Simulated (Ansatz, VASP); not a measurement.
**Two plane-wave programs on Si2Ni**

The input INCAR:

```
PREC = Accurate ; ENCUT = 520
EDIFF = 1E-6 ; ISMEAR = -1
SIGMA = 0.05 ; LREAL = F
LASPH = T ; NELM = 100
ALGO = Normal ; ISIF = 2
LWAVE = F ; LCHARG = T
GGA = PE ; LELF = T
LVHAR = T ; NBANDS = 16
```

KPOINTS

```
Automatic mesh
0
Gamma
  9 9 9
```

Contents of POSCAR:

```
Si2Ni
1.0
    0.0000000000      2.7030000000      2.7030000000
    2.7030000000      0.0000000000      2.7030000000
    2.7030000000      2.7030000000      0.0000000000
Ni Si
1 2
Direct
    0.0000000000      0.0000000000      0.0000000000
    0.7500000000      0.7500000000      0.7500000000
    0.2500000000      0.2500000000      0.2500000000
```

The input input.yaml:

```yaml
crystal:
  lattice:
    - [0.0, 2.703, 2.703]
    - [2.703, 0.0, 2.703]
    - [2.703, 2.703, 0.0]
  atoms:
    - { symbol: Ni, position: [0.0, 0.0, 0.0] }
    - { symbol: Si, position: [0.75, 0.75, 0.75] }
    - { symbol: Si, position: [0.25, 0.25, 0.25] }
hamiltonian:
  xc: pbe
  pseudopotentials: { kind: paw }
kpoints:
  mp_grid: { grid: [9, 9, 9] }
scf:
  occupations: { method: fermi_dirac, width: 0.05 }
output:
  forces: true
  stress: true
  eigenvalues: true
```

Alike in both runs: task single point; functional PBE; k mesh 9 × 9 × 9; occupations fermi-dirac, width 0.05 eV; no spin polarisation.

|  | VASP | Ansatz |
| --- | --- | --- |
| version | VASP 6.6.1 | Ansatz 0.2.0 |
| potentials or method | VASP PAW PBE potentials, release 64 (Ni, Si) | Ansatz PAW |
| plane-wave cutoff (eV) | 520 | 420 |
| valence electrons in the cell | 18 | 26 |

Ansatz gave:

| Item | Value |
| --- | --- |
| gap on the k mesh at the Fermi level (eV) | none |
| pressure (GPa) | 3.8 |

Problem. What did VASP give for the same quantities?

Solution. gap on the k mesh at the Fermi level (eV): none; pressure (GPa): 3.7.

A gap of «none» marks a metal or a gap that the smearing closes. VASP's potentials hold 18 valence electrons a cell and Ansatz's 26, so a difference there can come from the potentials and not from the codes.
